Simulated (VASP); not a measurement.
Wanted: the native input for a VASP 6.6.1 run.

```
Task                   : electric field gradients
Functional             : PBEsol
Potentials or basis    : VASP PAW PBE potentials, release 64 (Be)
Cutoff                 : 520 eV
k mesh                 : 9 × 9 × 14
Occupations            : fermi-dirac, width 0.05 eV
Spin                   : no spin polarisation
Dipole correction      : no
Further INCAR settings : ALGO = Normal; EDIFF = 1e-08; NBANDS = 12
```

The structure of Be lies in POSCAR:

```
Be
1.0
    3.7468140000     -0.0374681400     -0.0374681400
   -0.0374681400      3.7468140000     -0.0374681400
   -0.0228128000     -0.0228128000      2.2812800000
Be
4
Direct
    0.2974080000      0.2974080000      0.0000000000
    0.7025920000      0.7025920000      0.0000000000
    0.2025920000      0.7974080000      0.5000000000
    0.7974080000      0.2025920000      0.5000000000
```

This cell differs from its parent crystal: equal xy, yz and zx shear strains of -2 %.

One way to write it, as run:

INCAR

```
ALGO = Normal
EDIFF = 1E-8
ENCUT = 520
GGA = PS
ISIF = 2
ISMEAR = -1
LASPH = True
LCHARG = False
LEFG = True
LREAL = False
LWAVE = False
NBANDS = 12
NELM = 60
PREC = Accurate
SIGMA = 0.05
```

KPOINTS

```
k-points
0
Gamma
  9 9 14
```

Potentials or basis: VASP PAW PBE potentials, release 64 (Be).

The run is started by

```sh
$ cat potpaw_PBE.64/Be/POTCAR > POTCAR
$ mpirun -np 1 vasp_std > vasp.out
```

It gave:

```
Pressure                                : -0.6 GPa
Largest force                           : 0.081 eV/Å
Band gap on the k mesh                  : zero (bands 4 and 5 overlap by 1.99 eV)
Largest electric field gradient by atom : Be +1.9, +1.6 (each value once) V/Å²
```

Caveat: the cell differs from its parent crystal (equal xy, yz and zx shear strains of -2 %); without QUAD_EFG the Cq values of the log hold for a quadrupole moment of 1 mb, not for the nuclei; the PAW data sets were made with another functional, which shifts forces and pressure a little.

Wall time 42 s on 1 thread of Intel(R) Xeon(R) 6975P-C (Granite Rapids), on a shared host, peak memory 0.2 GiB.
